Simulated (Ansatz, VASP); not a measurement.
Two plane-wave programs on Mg3CdS4

INCAR

```
SYSTEM = Mg3CdS4
PREC = Accurate
ENCUT = 520
EDIFF = 1E-6
ISMEAR = 0
SIGMA = 0.1
LREAL = .False.
LASPH = .True.
NELM = 60
ALGO = Normal
ISIF = 2
LWAVE = .False.
LCHARG = .False.
GGA = PE
NBANDS = 31
```

File KPOINTS:

```
Automatic mesh
0
Gamma
  4 4 4
  0 0 0
```

POSCAR

```
Mg3CdS4
1.0
   -2.7667075100      2.7667075100      5.5334150300
    2.7667075100     -2.7667075100      5.5334150300
    2.7667075100      2.7667075100     -5.5334150300
Mg Cd S
3 1 4
Direct
    0.0000000000      0.0000000000      0.0000000000
    0.7500000000      0.2500000000      0.5000000000
    0.2500000000      0.7500000000      0.5000000000
    0.5000000000      0.5000000000      0.0000000000
    0.7500000000      0.7500000000      0.0000000000
    0.2500000000      0.2500000000      0.0000000000
    0.5000000000      0.0000000000      0.5000000000
    0.0000000000      0.5000000000      0.5000000000
```

Input for Ansatz:

```yaml
crystal:
  lattice:
    - [-2.76670751, 2.76670751, 5.53341503]
    - [2.76670751, -2.76670751, 5.53341503]
    - [2.76670751, 2.76670751, -5.53341503]
  atoms:
    - { symbol: Mg, position: [0.0, 0.0, 0.0] }
    - { symbol: Mg, position: [0.75, 0.25, 0.5] }
    - { symbol: Mg, position: [0.25, 0.75, 0.5] }
    - { symbol: Cd, position: [0.5, 0.5, 0.0] }
    - { symbol: S, position: [0.75, 0.75, 0.0] }
    - { symbol: S, position: [0.25, 0.25, 0.0] }
    - { symbol: S, position: [0.5, 0.0, 0.5] }
    - { symbol: S, position: [0.0, 0.5, 0.5] }
basis:
  ecutwfc: 420
kpoints:
  mp_grid: { grid: [4, 4, 4] }
hamiltonian:
  xc: pbe
scf:
  occupations: { method: gaussian, width: 0.1 }
  lower_state_search: "off"
output:
  forces: true
  stress: true
  eigenvalues: true
```

Alike in both runs: task single point; functional PBE; k mesh 4 × 4 × 4; occupations gaussian, width 0.1 eV; no spin polarisation.

```csv
,VASP,Ansatz
version,VASP 6.6.1,Ansatz 0.2.0
potentials or method,"VASP PAW PBE potentials, release 64 (Mg, Cd, S), cutoff 520 eV","scalar-relativistic, plane waves, PAW"
valence electrons in the cell,42,74
```

Ansatz gave:

- gap on the k mesh at the Fermi level (eV): 1.00
- least direct gap on the mesh (eV): 1.66
- pressure (GPa): -6.9
- traceless stress, the component that is largest in VASP (GPa): 0.06
- rms of the force components (eV/Å): 0.097

**Question.** Which values does VASP return?

**Answer.** gap on the k mesh at the Fermi level (eV): 0.99; least direct gap on the mesh (eV): 1.64; pressure (GPa): -7.0; traceless stress, the component that is largest in VASP (GPa): 0.06; rms of the force components (eV/Å): 0.104.

Atom by atom the forces differ by 0.007 eV/Å (rms over components). VASP's potentials hold 42 valence electrons a cell and Ansatz's 74, so a difference there can come from the potentials and not from the codes.
